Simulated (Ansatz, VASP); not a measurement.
# KF: VASP beside Ansatz

```xyz
8
Lattice="3.7821 0.0000 0.0000 -1.8911 3.2754 0.0000 0.0000 0.0000 12.8515" Properties=species:S:1:pos:R:3 pbc="T T T"
K     0.0000    0.0000    0.0000
K     0.0000    2.1836    3.2129
K     0.0000    0.0000    6.4258
K     1.8911    1.0918    9.6386
F     1.8911    1.0918    1.5854
F     1.8911    1.0918    4.8403
F     0.0000    2.1836    8.0112
F     0.0000    2.1836   11.2661
```

Alike in both runs: functional PBE; k mesh 9 × 9 × 3; occupations gaussian, width 0.02 eV; no spin polarisation.

Ansatz relaxed the structure, and its values are those at the end. VASP's run is a single point on that final structure, the one shown.

```csv
,VASP,Ansatz
version,VASP 6.6.1,Ansatz 0.2.0
potentials or method,"VASP PAW PBE potentials, release 64 (K_sv, F), cutoff 520 eV","scalar-relativistic, plane waves, PAW"
valence electrons in the cell,64,64
```

VASP gave:

```
gap on the k mesh at the Fermi level (eV) : 5.72
least direct gap on the mesh (eV)         : 5.72
pressure (GPa)                            : 0.0
```

Problem. What did Ansatz give for the same quantities?

Solution. gap on the k mesh at the Fermi level (eV): 5.74; least direct gap on the mesh (eV): 5.74; pressure (GPa): 0.0.
